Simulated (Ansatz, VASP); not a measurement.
## One calculation of KPtBr3, two programs

```xyz
10
Lattice="3.6582 6.3361 0.0000 -3.6582 6.3361 0.0000 0.0000 0.0000 6.2493" Properties=species:S:1:pos:R:3 pbc="T T T"
Pt    0.0000    0.0000    0.0000
Pt    0.0000    0.0000    3.1246
K    -0.0004    4.2243    4.6869
K    -0.0004    8.4479    1.5623
Br   -1.9352    5.3413    1.5623
Br   -1.9352    7.3309    4.6869
Br    0.0000    1.9895    1.5623
Br    1.9352    7.3309    4.6869
Br    1.9352    5.3413    1.5623
Br    0.0000   10.6827    4.6869
```

Alike in both runs: task single point; functional r2SCAN; k mesh 3 × 3 × 3; no spin polarisation.

|  | VASP | Ansatz |
| --- | --- | --- |
| version | VASP 6.6.1 | Ansatz 0.2.0 |
| potentials or method | VASP PAW PBE potentials, release 64 (Pt, K_sv, Br), cutoff 550 eV | PAW plane waves |
| occupations | fermi-dirac, width 0.1 eV | fermi-dirac |
| valence electrons in the cell | 80 | 96 |

Ansatz gave:

```
pressure (GPa)                                                : 5.2
traceless stress, the component that is largest in VASP (GPa) : 0.78
rms of the force components (eV/Å)                            : 0.804
```

Problem. Estimate VASP's values.

Solution. Pressure (GPa): 5.2; traceless stress, the component that is largest in VASP (GPa): 0.81; rms of the force components (eV/Å): 0.812.

VASP's potentials were made for PBE, not for r2SCAN. Atom by atom the forces differ by 0.009 eV/Å (rms over components). VASP's potentials hold 80 valence electrons a cell and Ansatz's 96, so a difference there can come from the potentials and not from the codes. Ansatz's warnings: structure snapped to symmetry.

Spin-orbit coupling is off throughout.
